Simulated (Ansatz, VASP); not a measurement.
LiCl: VASP beside Ansatz

Contents of INCAR:

```
PREC     = Accurate       # precision mode
ENCUT    = 520            # plane-wave cutoff, eV
EDIFF    = 1E-6           # SCF threshold, eV
ISMEAR   = -1             # smearing method
SIGMA    = 0.05           # smearing width, eV
LREAL    = False          # projectors in reciprocal space
LASPH    = True           # aspherical terms in the spheres
NELM     = 80             # most SCF steps
ALGO     = Normal         # electronic algorithm
ISIF     = 2              # what is computed and relaxed
LWAVE    = False          # write WAVECAR
LCHARG   = True           # write CHGCAR
GGA      = PE             # functional
LELF     = True           # ELF
LVHAR    = True         
NBANDS   = 12             # bands
```

KPOINTS

```
Automatic mesh
0
Gamma
  9 9 9
```

Contents of POSCAR:

```
LiCl
1.0
    0.0000000000      2.6150723786      2.6150723786
    2.6150723786      0.0000000000      2.6150723786
    2.6150723786      2.6150723786      0.0000000000
Cl Li
1 1
Direct
    0.5000000000      0.5000000000      0.5000000000
    0.0000000000      0.0000000000      0.0000000000
```

input.yaml

```yaml
crystal:
  lattice:
    - [0.0, 2.6150723786, 2.6150723786]
    - [2.6150723786, 0.0, 2.6150723786]
    - [2.6150723786, 2.6150723786, 0.0]
  atoms:
    - { symbol: Cl, position: [0.5, 0.5, 0.5] }
    - { symbol: Li, position: [0.0, 0.0, 0.0] }
kpoints:
  mp_grid: { grid: [9, 9, 9] }
scf:
  occupations: { method: fermi_dirac, width: 0.05 }
hamiltonian:
  xc: pbe
  pseudopotentials: { kind: all_electron, lapw: { basis_error: 0.0005 } }
output:
  forces: true
  stress: true
  eigenvalues: true
```

Change from the starting cell: volume scaled by 1.06.

Alike in both runs: task single point; functional PBE; k mesh 9 × 9 × 9; occupations fermi-dirac, width 0.05 eV; no spin polarisation.

|  | VASP | Ansatz |
| --- | --- | --- |
| version | VASP 6.6.1 | Ansatz 0.2.0 |
| potentials or method | VASP PAW PBE potentials, release 64 (Cl, Li_sv), cutoff 520 eV | all-electron LAPW, scalar-relativistic |

|  | VASP | Ansatz | Ansatz less VASP |
| --- | --- | --- | --- |
| gap on the k mesh at the Fermi level (eV) | 6.02 | 6.01 | -0.013 |
| least direct gap on the mesh (eV) | 6.02 | 6.01 | -0.013 |

Ansatz ran all-electron here, and VASP with PAW potentials.

Noted on VASP's run: the cutoff is short for stress, so the pressure is rough.
